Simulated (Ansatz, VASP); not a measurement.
**Two plane-wave programs on InP**

INCAR

```
  PREC = Accurate
  ENCUT = 520
  EDIFF = 1E-6
  ISMEAR = 0
  SIGMA = 0.05
  LREAL = F
  LASPH = T
  NELM = 100
  ALGO = Normal
  ISIF = 2
  LWAVE = F
  LCHARG = F
  NBANDS = 16
```

Contents of KPOINTS:

```
Automatic mesh
0
Gamma
  12 12 12
```

POSCAR

```
InP
1.0
    0.0000000000      3.1589511899      2.7980081399
    2.7980081399      0.0000000000      2.7980081399
    2.7980081399      3.1589511899      0.0000000000
In P
1 1
Direct
    0.0000000000      0.0000000000      0.0000000000
    0.7500000000      0.7500000000      0.7500000000
```

Input for Ansatz:

```yaml
crystal:
  lattice:
    - [0.0, 3.1589511899, 2.7980081399]
    - [2.7980081399, 0.0, 2.7980081399]
    - [2.7980081399, 3.1589511899, 0.0]
  atoms:
    - { symbol: In, position: [0.0, 0.0, 0.0] }
    - { symbol: P, position: [0.75, 0.75, 0.75] }
basis:
  ecutwfc: 420
kpoints:
  mp_grid: { grid: [12, 12, 12] }
hamiltonian:
  xc: lda
  pseudopotentials: { kind: paw, azcp: { folder: soft_1 } }
scf:
  occupations: { method: gaussian, width: 0.05 }
output:
  forces: true
  stress: true
  eigenvalues: true
```

Alike in both runs: task single point; functional LDA; k mesh 12 × 12 × 12; occupations gaussian, width 0.05 eV; no spin polarisation.

|  | VASP | Ansatz |
| --- | --- | --- |
| version | VASP 6.6.1 | Ansatz 0.2.0 |
| potentials or method | VASP PAW LDA potentials, release 64 (In_d, P), cutoff 520 eV | scalar-relativistic, plane waves, PAW |
| valence electrons in the cell | 18 | 18 |

Ansatz gave:

* gap on the k mesh at the Fermi level (eV): 0.26
* least direct gap on the mesh (eV): 0.26
* pressure (GPa): -0.3
* traceless stress, the component that is largest in VASP (GPa): -4.45

Task: Which values does VASP return?

Result: gap on the k mesh at the Fermi level (eV): 0.29; least direct gap on the mesh (eV): 0.29; pressure (GPa): -0.3; traceless stress, the component that is largest in VASP (GPa): -4.44.

Ansatz warns that its potentials were made for another functional, while VASP's fit it. LDA's correlation is that of Perdew and Zunger in VASP and of Perdew and Wang (1992) in Ansatz.
